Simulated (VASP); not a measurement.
Input of a VASP 6.6.1 run:

INCAR

```
SYSTEM = H
PREC = Accurate
ENCUT = 520
EDIFF = 1E-6
ISMEAR = -1
SIGMA = 0.05
LREAL = Auto
LASPH = .True.
NELM = 100
ALGO = Normal
ISIF = 2
LWAVE = .False.
LCHARG = .False.
GGA = PE
IVDW = 12
IBRION = 2
NSW = 35
EDIFFG = -0.3
```

Contents of KPOINTS:

```
regular mesh
0
Gamma
  1 1 1
  0 0 0
```

File POSCAR:

```
H
1.0
    7.1137870000      0.0000000000      0.0000000000
    0.0000000000      7.1137870000      0.0000000000
    0.0000000000      0.0000000000      7.1137870000
H
24
Direct
    0.1166775000      0.5072149000      0.6092642000
    0.0977384000      0.4704888000      0.5142345000
    0.8992962000      0.9973523000      0.2062312000
    0.9627779000      0.9247840000      0.1682569000
    0.3584937000      0.4836137000      0.6329168000
    0.4197147000      0.4249108000      0.5733845000
    0.8489820000      0.6071764000      0.8666173000
    0.9225805000      0.6376959000      0.8003606000
    0.9855026000      0.2201746000      0.4215838000
    0.9841899000      0.2239825000      0.3180372000
    0.0911463000      0.9491961000      0.5522762000
   -0.0071315000      0.9345713000      0.5228528000
    0.2701746000      0.1522277000      0.0901910000
    0.1834205000      0.1642426000      0.0348060000
    0.3826835000      0.5705111000      0.9292521000
    0.2998019000      0.5220340000      0.8902809000
    0.3851332000      0.9060409000      0.9943166000
    0.3981816000      0.8931360000      0.8923296000
    0.6310340000      0.3324165000      1.0262800000
    0.6570339000      0.3725381000      0.9343430000
    0.5098056000      0.6937240000      0.2949955000
    0.4992770000      0.6803496000      0.1927781000
    0.4460414000      0.4421429000      0.2233034000
    0.4302845000      0.4045228000      0.1280428000
```

Potentials or basis: VASP PAW PBE potentials, release 64 (H).

The run is started by

```sh
$ cat potpaw_PBE.64/H/POTCAR > POTCAR
$ mpirun -np 1 vasp_gam > vasp.out
```

Task: Estimate the dispersion energy per atom.

Result: -0.015 eV.

Task: Predict the energy gained by relaxing.

Result: 31.7 meV/atom.

Forces in eV/Å, atoms in the order of the input:
```
H    0.044  0.077 -0.003
H    0.050  0.088  0.014
H    0.017 -0.121 -0.071
H   -0.093  0.002 -0.012
H    0.044 -0.010  0.004
H    0.068 -0.029 -0.056
H    0.013  0.057  0.037
H   -0.059  0.066  0.062
H   -0.053 -0.032 -0.079
H   -0.032 -0.009 -0.015
H   -0.066 -0.045  0.020
H    0.106 -0.022  0.056
H   -0.174 -0.048 -0.105
H   -0.045 -0.046 -0.059
H   -0.006 -0.002  0.029
H   -0.091 -0.085 -0.001
H    0.043  0.025 -0.166
H    0.032  0.038  0.066
H    0.007 -0.034  0.020
H    0.007 -0.047 -0.049
H    0.014  0.014 -0.009
H    0.036  0.018  0.086
H    0.086  0.062  0.219
H    0.053  0.083  0.013
```

Caveat: the k points lie up to 0.88 Å⁻¹ apart; the relaxation stopped at a loose force limit of 0.3 eV/Å, so its end isn't a converged minimum.
